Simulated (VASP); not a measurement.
Runs of VASP 6.6.1 on LaLu2N3. The structure is that of space group P-4m2 (No. 115), or close to it. The cells are those of the table. 

```tsv
task	cell	k mesh	cutoff (eV)	gap on the mesh (eV)	pressure (GPa)	largest force (eV/Å)
single point	a = 3.402, b = 3.402, c = 9.477 Å, 6 atoms	12 × 12 × 4	520	none	0.4	0.08
relaxation of cell and atoms	relaxed from a = 3.646, b = 3.646, c = 8.031 Å, 6 atoms	6 × 6 × 2	600	none	0.0	0.03
single point	a = 3.400, b = 3.400, c = 9.489 Å, 6 atoms	6 × 6 × 2	520	none	0.4	0.07
single point	a = 3.646, b = 3.646, c = 8.031 Å, 6 atoms	6 × 6 × 2	520	none	-11.6	(a)
```

Alike in all rows: level PBE; potentials or basis VASP PAW PBE potentials, release 64 (La, Lu, N); no spin polarisation; smearing gaussian 0.1 eV.

Question: Estimate the missing entries.

Answer: (a) 6.67.

Caveats: some runs use coarse meshes; spin-orbit coupling is left out, which moves the levels of the heavy elements; forces of over 1 eV/Å act on the atoms, so gaps and moduli don't describe the material at rest (some runs).

A k mesh can miss the band edges, and the runs leave out spin-orbit coupling on La, Lu.

A gap of «none» marks levels without a gap at the run's occupations.
